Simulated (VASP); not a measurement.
Write the native input for VASP 6.6.1 that does the following.

| Item | Value |
| --- | --- |
| Task | single point |
| Functional | PBE |
| Dispersion | D3(BJ) |
| Potentials or basis | VASP PAW PBE potentials, release 64 (W_sv, Se) |
| Cutoff | 520 eV |
| k mesh | 12 × 12 × 4 |
| Occupations | gaussian, width 0.02 eV |
| Spin | no spin polarisation |
| Dipole correction | no |
| Further INCAR settings | ALGO = Normal; EDIFF = 1e-06; NBANDS = 20 |

The structure of WSe2 lies in POSCAR:

```
WSe2
1.0
    3.2790123668      0.0000000000      0.0000000000
   -1.6395061834      2.8397080090      0.0000000000
    0.0000000000      0.0000000000      7.0056381402
W Se
1 2
Direct
    0.0000000000      0.0000000000      0.0000000000
    0.3333333333      0.6666666667      0.2405567615
    0.3333333333      0.6666666667      0.7594432385
```

The input as run:

INCAR

```
  PREC = Accurate
  ENCUT = 520
  EDIFF = 1E-6
  ISMEAR = 0
  SIGMA = 0.02
  LREAL = F
  LASPH = T
  NELM = 100
  ALGO = Normal
  ISIF = 2
  LWAVE = F
  LCHARG = F
  GGA = PE
  IVDW = 12
  NBANDS = 20
```

KPOINTS

```
Automatic mesh
0
Gamma
  12 12 4
```

Potentials or basis: VASP PAW PBE potentials, release 64 (W_sv, Se).

Run with:

```bash
$ cat potpaw_PBE.64/W_sv/POTCAR potpaw_PBE.64/Se/POTCAR > POTCAR
$ mpirun -np 1 vasp_std > vasp.out
```

It gave:

```json
{
  "Pressure": "0.3 GPa",
  "Largest force": "0.047 eV/Å",
  "Band gap on the k mesh": "1.25 eV (least direct gap 1.64 eV)",
  "Dispersion energy per atom": "-0.432 eV"
}
```

Caveat: spin-orbit coupling is left out, which moves the levels of the heavy elements.

It took 22 s on 1 thread of Intel(R) Xeon(R) 6975P-C (Granite Rapids) (shared host), peak memory 0.23 GiB.
